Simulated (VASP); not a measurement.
# SiC in VASP: notebook

The runs below take SiC through single point, with MS2, PBE.

All numbers are computed with VASP 6.6.1; they aren't measurements. Logs are shortened: lines on timing, memory, paths and dates and some standing lists are left out, and cuts for length are marked.

## Step 1: The cell of the first run

The structure is trigonal, space group P3m1 (No. 156). Conventional cell: a = 3.076 Å, b = 3.076 Å, c = 5.098 Å, α = 90.00°, β = 90.00°, γ = 120.00°. Within 2.5 Å of Si (site symmetry 3m) lie 4 C at 1.86 to 1.96 Å. Within 2.5 Å of Si (site symmetry 3m) lie 4 C at 1.87 to 2.00 Å. Within 2.5 Å of C (site symmetry 3m) lie 4 Si at 1.87 to 1.96 Å. C (site symmetry 3m) has 4 Si at 1.86 to 2.00 Å within 2.5 Å.

## Step 2: Single point, MS2 (last atom moved by 0.04 Å along z, cell strained by +1.0% along z)

Contents of INCAR:

```
  METAGGA = MS2
  ISMEAR = 0
  SIGMA = 0.03
  LWAVE = False
  LCHARG = False
  ISIF = 2
  PREC = Accurate
  LASPH = True
  LREAL = False
  ALGO = Normal
  EDIFF = 1E-7
  NELM = 120
  GGA_COMPAT = False
  ENCUT = 840
  EFERMI = MIDGAP
  LMIXTAU = True
  KPAR = 2
  NBANDS = 32
```

Contents of KPOINTS:

```
Automatic mesh
0
Gamma
  16 16 9
  0 0 0
```

Contents of POSCAR:

```
SiC
1.0
    3.0760000000      0.0000000000      0.0000000000
   -1.5380000000      2.6638941420      0.0000000000
    0.0000000000      0.0000000000      5.0984800000
Si C
2 2
Direct
    0.6666666700      0.3333333300      0.5000000000
    0.3333333300      0.6666666700      0.0000000000
    0.6666666700      0.3333333300      0.8850000000
    0.3333333300      0.6666666700      0.3929239300
```

Potentials or basis: VASP PAW PBE potentials, release 64 (Si, C).

Started as:

```
$ cat potpaw_PBE.64/Si/POTCAR potpaw_PBE.64/C/POTCAR > POTCAR
$ mpirun -np 2 vasp_std > vasp.out
```

OUTCAR:

```text
METAGGA = MS2
   ISMEAR = 0
   ISIF = 2
   PREC = Accurate
   LASPH = True
   LREAL = False
   EDIFF = 1E-7
   NELM = 120
   ENCUT = 840
   EFERMI = MIDGAP

 ion  position               nearest neighbor table
   1  0.667  0.333  0.500-   4 1.86   4 1.86   4 1.86   3 1.96   2 3.11   2 3.11   2 3.11   2 3.11
                             2 3.11   2 3.11
   2  0.333  0.667  0.000-   3 1.87   3 1.87   3 1.87   4 2.00   1 3.11   1 3.11   1 3.11   1 3.11
                             1 3.11   1 3.11
   3  0.667  0.333  0.885-   2 1.87   2 1.87   2 1.87   1 1.96
   4  0.333  0.667  0.393-   1 1.86   1 1.86   1 1.86   2 2.00

  LATTYP: Found a hexagonal cell.
 ALAT       =     3.0760000000
 C/A-ratio  =     1.6575032510

  Lattice vectors:

 A1 = (   3.0760000000,   0.0000000000,   0.0000000000)
 A2 = (  -1.5380000000,   2.6638941420,   0.0000000000)
 A3 = (   0.0000000000,   0.0000000000,   5.0984800000)

Analysis of symmetry for initial positions (statically):
=====================================================================
 Subroutine PRICEL returns:
 Original cell was already a primitive cell.

 Routine SETGRP: Setting up the symmetry group for a
 hexagonal supercell.

 Subroutine GETGRP returns: Found  6 space group operations
 (whereof  6 operations were pure point group operations)
 out of a pool of 24 trial point group operations.

The static configuration has the point symmetry C_3v.

Analysis of symmetry for dynamics (positions and initial velocities):
=====================================================================
 Subroutine PRICEL returns:
 Original cell was already a primitive cell.

 Routine SETGRP: Setting up the symmetry group for a
 hexagonal supercell.

 Subroutine GETGRP returns: Found  6 space group operations
 (whereof  6 operations were pure point group operations)
 out of a pool of 24 trial point group operations.

The dynamic configuration has the point symmetry C_3v.

 Subroutine INISYM returns: Found  6 space group operations
 (whereof  6 operations are pure point group operations),
 and found     1 'primitive' translations

----------------------------------------------------------------------------------------

                                     Primitive cell

  volume of cell :      41.7777

  direct lattice vectors                    reciprocal lattice vectors
     3.076000000  0.000000000  0.000000000     0.325097529  0.187695146  0.000000000
    -1.538000000  2.663894142  0.000000000     0.000000000  0.375390292  0.000000000
     0.000000000  0.000000000  5.098480000     0.000000000  0.000000000  0.196136888

  length of vectors
     3.076000000  3.076000000  5.098480000     0.375390292  0.375390292  0.196136888

  position of ions in fractional coordinates (direct lattice)
     0.666666670  0.333333330  0.500000000
     0.333333330  0.666666670  0.000000000
     0.666666670  0.333333330  0.885000000
     0.333333330  0.666666670  0.392923930

  ion indices of the primitive-cell ions
   primitive index   ion index
                 1           1
                 2           2
                 3           3
                 4           4

----------------------------------------------------------------------------------------

 KPOINTS: Automatic mesh

Automatic generation of k-mesh.
 Grid dimensions read from file:
 generate k-points for:   16   16    9

 Generating k-lattice:

  Cartesian coordinates                     Fractional coordinates (reciprocal lattice)
     0.020318596  0.011730947  0.000000000     0.062500000  0.000000000  0.000000000
     0.000000000  0.023461893  0.000000000     0.000000000  0.062500000  0.000000000
     0.000000000  0.000000000  0.021792988     0.000000000  0.000000000  0.111111111

  Length of vectors
     0.023461893  0.023461893  0.021792988

  Shift w.r.t. Gamma in fractional coordinates (k-lattice)
     0.000000000  0.000000000  0.000000000

 Subroutine IBZKPT returns following result:
 ===========================================

 Found    234 irreducible k-points:

 Following reciprocal coordinates:
            Coordinates               Weight
  0.000000  0.000000  0.000000      1.000000
  0.062500  0.000000  0.000000      6.000000
  0.125000  0.000000  0.000000      6.000000
  0.187500  0.000000  0.000000      6.000000
  0.250000  0.000000  0.000000      6.000000
  0.312500  0.000000  0.000000      6.000000
[... 16 lines left out ...]
  0.187500  0.187500  0.000000      6.000000
  0.250000  0.187500  0.000000     12.000000
 [... further k-points ...]
   k-points           NKPTS =    234   k-points in BZ     NKDIM =    234   number of bands    NBANDS=     32
   number of dos      NEDOS =    301   number of ions     NIONS =      4
   total plane-waves  NPLWV =  43200
   dimension x,y,z NGX =    30 NGY =   30 NGZ =   48
   dimension x,y,z NGXF=    60 NGYF=   60 NGZF=   96
   ions per type =               2   2
   NGX,Y,Z   is equivalent  to a cutoff of  16.21, 16.21, 15.65 a.u.
   NGXF,Y,Z  is equivalent  to a cutoff of  32.43, 32.43, 31.30 a.u.
 SYSTEM =  unknown system
   PREC   = accura    normal or accurate (medium, high low for compatibility)
   ISTART =      0    job   : 0-new  1-cont  2-samecut
   ICHARG =      2    charge: 1-file 2-atom 10-const
   ISPIN  =      1    spin polarized calculation?
   LNONCOLLINEAR =      F non collinear calculations
   LSORBIT =      F    spin-orbit coupling
   LASPH  =      T    aspherical Exc in radial PAW
   ENCUT  =  840.0 eV  61.74 Ry    7.86 a.u.   7.27  7.27 12.05*2*pi/ulx,y,z
   NELM   =    120;   NELMIN=  2; NELMDL= -5     # of ELM steps
   EDIFF  = 0.1E-06   stopping-criterion for ELM
   LREAL  =      F    real-space projection
   EDIFFG = 0.1E-05   stopping-criterion for IOM
   NSW    =      0    number of steps for IOM
   IBRION =     -1    ionic relax: 0-MD 1-quasi-New 2-CG
   NFREE  =      0    steps in history (QN), initial steepest desc. (CG)
   ISIF   =      2    stress and relaxation
   ISYM   =      2    0-nonsym 1-usesym 2-fastsym
   POTIM  = 0.5000    time-step for ionic-motion
   TEBEG  =    0.0;   TEEND  =   0.0 temperature during run

   SCALEE = 1.0000    scale energy and forces
   PSTRESS=    0.0 pullay stress
   NELECT =      16.0000    total number of electrons
   NUPDOWN=      -1.0000    fix difference up-down
   EMIN   =  10.00;   EMAX   =-10.00  energy-range for DOS
   EFERMI =   0.00;   METHOD = MIDGAP
   ISMEAR =     0;   SIGMA  =   0.03  broadening in eV -4-tet -1-fermi 0-gaus
   EFERMI_NEDOS =   21; number of points for ismear=-14 and -15
   IALGO  =     38    algorithm
   IMIX   =      4    mixing-type and parameters
     AMIX     =   0.40;   BMIX     =  1.00
     AMIX_MAG =   1.60;   BMIX_MAG =  1.00
  volume/ion in A,a.u.               =      10.44        70.48
  Fermi-wavevector in a.u.,A,eV,Ry     =   1.188868  2.246634 19.230558  1.413406
  Thomas-Fermi vector in A             =   2.324988
   LORBIT       =      0    0 simple, 1 ext, 2 COOP (PROOUT), +10 PAW based schemes
   METAGGA = MS2    functional components
   LHFCALC =     F    Hartree Fock is set to
   AEXX    =    0.0000 exact exchange contribution
   IVDW    =     0    specifies the selected vdW correction
   LEPSILON=     F    determine dielectric tensor
   LRPA    =     F    only Hartree local field effects (RPA)

   CSHIFT  =0.1000    complex shift for real part using Kramers Kronig

   OMEGAMAX=  -1.0    maximum frequency
 non-spin polarized calculation
 Gauss-broadening in eV      SIGMA  =   0.03
  energy-cutoff  :      840.00
  volume of cell :       41.78
 maximum number of plane-waves:      2340
 NGX is ok and might be reduce to    30
   NGX = 15   NGY = 15   NGZ = 25

 number of electron      16.0000000 magnetization

 Free energy of the ion-electron system (eV)
  ---------------------------------------------------
  ext. energy  EPLUGINS =         0.00000000
  ---------------------------------------------------
  free energy    TOTEN  =       -42.45772709 eV

  energy without entropy =      -42.45772709  energy(sigma->0) =      -42.45772709

 E-fermi :   9.5271     XC(G=0): -11.8094

 val. band max:        8.1727980827   @ k =   0.0000   0.0000   0.0000
 cond. band min:      10.8814831335   @ k =   0.3125   0.3125   0.0000
 fundamental gap:      2.7086850507
 Fermi energy:         9.5271406081

 k-point     1 :       0.0000    0.0000    0.0000
  band No.  band energies     occupation
      1      -8.1661      2.00000
      2      -4.8358      2.00000
      3      -0.5833      2.00000
      4       6.4831      2.00000
      5       6.4831      2.00000
      6       7.7343      2.00000
[... 12 lines left out ...]
     19      21.1112      0.00000
     20      23.8343      0.00000

 k-point     2 :       0.0625    0.0000    0.0000
  band No.  band energies     occupation
      1      -8.0968      2.00000
      2      -4.7761      2.00000
      3      -0.5189      2.00000
      4       6.0931      2.00000
      5       6.3674      2.00000
      6       7.4650      2.00000
[... 12 lines left out ...]
     19      22.0061      0.00000
     20      23.8778      0.00000

 k-point     3 :       0.1250    0.0000    0.0000
  band No.  band energies     occupation
      1      -7.8898      2.00000
      2      -4.5998      2.00000
      3      -0.3285      2.00000
      4       5.1314      2.00000
      5       6.0721      2.00000
      6       6.7504      2.00000
[... 12 lines left out ...]
     19      22.9803      0.00000
     20      24.4413      0.00000

 k-point     4 :       0.1875    0.0000    0.0000
  band No.  band energies     occupation
      1      -7.5488      2.00000
      2      -4.3168      2.00000
      3      -0.0239      2.00000
      4       3.9258      2.00000
      5       5.6951      2.00000
      6       5.7753      2.00000
[... 429 lines left out ...]
 k-point    23 :       0.1875    0.1875    0.0000
  band No.  band energies     occupation
      1      -6.3704      2.00000
      2      -3.4602      2.00000
      3       0.7534      2.00000
      4       2.2272      2.00000
      5       3.1221      2.00000
      6       4.4039      2.00000
[... 12 lines left out ...]
     19      24.4985      0.00000
     20      26.4771      0.00000

 k-point    24 :       0.2500    0.1875    0.0000
  band No.  band energies     occupation
      1      -5.7614      2.00000
      2      -3.1655      2.00000
      3       0.6498      2.00000
      4       2.1671      2.00000
      5       2.5136      2.00000
      6       3.6506      2.00000
[... 12 lines left out ...]
     19      25.0965      0.00000
     20      26.2240      0.00000

 [... further k-points ...]

 [bands above 20 left out]

------------------------ aborting loop because EDIFF is reached ----------------------------------------

  FORCE on cell =-STRESS in cart. coord.  units (eV):
  Direction    XX          YY          ZZ          XY          YZ          ZX
  --------------------------------------------------------------------------------------
  -------------------------------------------------------------------------------------
  Total        0.3512321      0.3512321     -2.3438075      0.0000000      0.0000000      0.0000000
  in kB       13.4697896     13.4697896    -89.8852653      0.0000000      0.0000000      0.0000000
  external PRESSURE =     -20.9818954 kB  Pullay stress =       0.0000000 kB

 VOLUME and BASIS-vectors are now :
 -----------------------------------------------------------------------------
  energy-cutoff  :      840.00
  volume of cell :       41.78
      direct lattice vectors                 reciprocal lattice vectors
     3.076000000  0.000000000  0.000000000     0.325097529  0.187695146  0.000000000
    -1.538000000  2.663894142  0.000000000     0.000000000  0.375390292  0.000000000
     0.000000000  0.000000000  5.098480000     0.000000000  0.000000000  0.196136888

 POSITION                                       TOTAL-FORCE (eV/Angst)
 -----------------------------------------------------------------------------------
      1.53800      0.88796      2.54924         0.000000      0.000000      1.212951
     -0.00000      1.77593      0.00000         0.000000     -0.000000      1.010469
      1.53800      0.88796      4.51215        -0.000000      0.000000     -0.597086
     -0.00000      1.77593      2.00331        -0.000000     -0.000000     -1.626334
 -----------------------------------------------------------------------------------
    total drift:                               -0.000000     -0.000000      0.000738

  FREE ENERGIE OF THE ION-ELECTRON SYSTEM (eV)
  ---------------------------------------------------
  free  energy   TOTEN  =       -42.4577270920 eV

  energy  without entropy=      -42.4577270920  energy(sigma->0) =      -42.45772709
```

It took 15 min on 2 MPI ranks of AMD EPYC 9R45 (Zen 5), shared host; peak memory 0.51 GiB.

What came out:

```
Free energy            : -42.4577 eV
Pressure               : -2.1 GPa
Largest force          : 1.626 eV/Å
Band gap on the k mesh : 2.71 eV (least direct gap 4.63 eV)
```

Forces on the atoms (eV/Å):
```
Si   0.000  0.000  1.213
Si   0.000  0.000  1.010
C    0.000  0.000 -0.597
C    0.000  0.000 -1.626
```

Caveat: the cell differs from its parent crystal (last atom moved by 0.04 Å along z, cell strained by +1.0% along z); the PAW data sets were made with another functional, which shifts forces and pressure a little; an odd mesh through Γ misses points on the zone boundary, where band edges can lie.

## Step 3: Single point, PBE (atoms moved at random)

Contents of INCAR:

```
  PREC = Accurate
  ENCUT = 520
  EDIFF = 1E-7
  ISMEAR = 0
  SIGMA = 0.02
  LREAL = False
  LASPH = True
  ALGO = Normal
  NELM = 100
  ISIF = 2
  LWAVE = False
  LCHARG = False
```

Contents of KPOINTS:

```
k-points
0
Gamma
  8 8 5
```

Contents of POSCAR:

```
SiC
1.0
    3.0760000000      0.0000000000      0.0000000000
   -1.5380000000      2.6638941420      0.0000000000
    0.0000000000      0.0000000000      5.0480000000
Si C
2 2
Direct
    0.6602650000      0.3315450000      0.4987880000
    0.3293740000      0.6624680000     -0.0053180000
    0.6662340000      0.3402540000      0.8850980000
    0.3350740000      0.6623020000      0.3860240000
```

Potentials or basis: VASP PAW PBE potentials, release 64 (Si, C).

Started as:

```
$ cat potpaw_PBE.64/Si/POTCAR potpaw_PBE.64/C/POTCAR > POTCAR
$ mpirun -np 1 vasp_std > vasp.out
```

OUTCAR:

```text
PREC = Accurate
   ENCUT = 520
   EDIFF = 1E-7
   ISMEAR = 0
   LREAL = False
   LASPH = True
   NELM = 100
   ISIF = 2

 Found    162 irreducible k-points:

 Following reciprocal coordinates:
            Coordinates               Weight
  0.000000  0.000000  0.000000      1.000000
  0.125000  0.000000  0.000000      2.000000
  0.000000  0.125000  0.000000      2.000000
 -0.125000  0.125000  0.000000      2.000000
  0.250000  0.000000  0.000000      2.000000
[... 175 lines left out ...]
  Direction    XX          YY          ZZ          XY          YZ          ZX
  --------------------------------------------------------------------------------------
  -------------------------------------------------------------------------------------
  Total        2.0337151      1.1899031     -0.1111658     -0.3961051      0.1065852      0.1251563
  in kB       78.7731198     46.0892382     -4.3058528    -15.3425795      4.1284304      4.8477559
  external PRESSURE =      40.1855017 kB  Pullay stress =       0.0000000 kB

 VOLUME and BASIS-vectors are now :
 -----------------------------------------------------------------------------
  energy-cutoff  :      520.00
  volume of cell :       41.36
      direct lattice vectors                 reciprocal lattice vectors
     3.076000000  0.000000000  0.000000000     0.325097529  0.187695146  0.000000000
    -1.538000000  2.663894142  0.000000000     0.000000000  0.375390292  0.000000000
     0.000000000  0.000000000  5.048000000     0.000000000  0.000000000  0.198098257

 POSITION                                       TOTAL-FORCE (eV/Angst)
 -----------------------------------------------------------------------------------
      1.52106      0.88320      2.51788         0.594620     -0.111007      0.718872
     -0.00572      1.76474      5.02115        -0.103710      0.567449      1.342030
      1.52603      0.90640      4.46797         0.130165     -0.620125     -1.001818
      0.01207      1.76430      1.94865        -0.621075      0.163684     -1.059085
 -----------------------------------------------------------------------------------
    total drift:                                0.000030     -0.000006     -0.000188

  FREE ENERGIE OF THE ION-ELECTRON SYSTEM (eV)
  ---------------------------------------------------
  free  energy   TOTEN  =       -30.0096525907 eV

  energy  without entropy=      -30.0096525907  energy(sigma->0) =      -30.00965259
```

OSZICAR:

```text
N       E                     dE             d eps       ncg     rms          rms(c)
DAV:   1     0.366164247496E+02    0.36616E+02   -0.74486E+03  3888   0.119E+03
DAV:   2    -0.307244508542E+02   -0.67341E+02   -0.61826E+02  5612   0.189E+02
DAV:   3    -0.337413437082E+02   -0.30169E+01   -0.30018E+01  5128   0.407E+01
DAV:   4    -0.337763970378E+02   -0.35053E-01   -0.35025E-01  4776   0.512E+00
DAV:   5    -0.337770028202E+02   -0.60578E-03   -0.60567E-03  5064   0.643E-01    0.126E+01
DAV:   6    -0.301225370087E+02    0.36545E+01   -0.10776E+01  4748   0.210E+01    0.560E+00
DAV:   7    -0.300256022624E+02    0.96935E-01   -0.92203E-01  4980   0.643E+00    0.247E+00
DAV:   8    -0.300100223231E+02    0.15580E-01   -0.47433E-02  4664   0.164E+00    0.544E-01
DAV:   9    -0.300093655112E+02    0.65681E-03   -0.65099E-03  4868   0.623E-01    0.135E-01
DAV:  10    -0.300096343596E+02   -0.26885E-03   -0.70643E-04  4592   0.195E-01    0.540E-02
DAV:  11    -0.300096512188E+02   -0.16859E-04   -0.98651E-05  4804   0.800E-02    0.132E-02
DAV:  12    -0.300096520670E+02   -0.84825E-06   -0.40731E-06  4816   0.163E-02    0.356E-03
DAV:  13    -0.300096525556E+02   -0.48855E-06   -0.42943E-07  4796   0.536E-03    0.191E-03
DAV:  14    -0.300096525907E+02   -0.35146E-07   -0.13566E-08  2920   0.113E-03
   1 F= -.30009653E+02 E0= -.30009653E+02  d E =-.442357E-16
```

Run time: 23 s. Hardware: 1 thread of Intel Xeon 6975P-C (Granite Rapids), shared host; peak memory 0.2 GiB.

What came out:

```yaml
Free_energy: -30.0097 eV
Pressure: 4.0 GPa
Largest_force: 1.461 eV/Å
Band_gap_on_the_k_mesh: 2.44 eV (least direct gap 4.07 eV)
```

Forces in eV/Å, atoms in the order of the input:
```
Si   0.595 -0.111  0.719
Si  -0.104  0.567  1.342
C    0.130 -0.620 -1.002
C   -0.621  0.164 -1.059
```

Caveat: the cell differs from its parent crystal (atoms moved at random); the cell stands under pressure; an odd mesh through Γ misses points on the zone boundary, where band edges can lie.
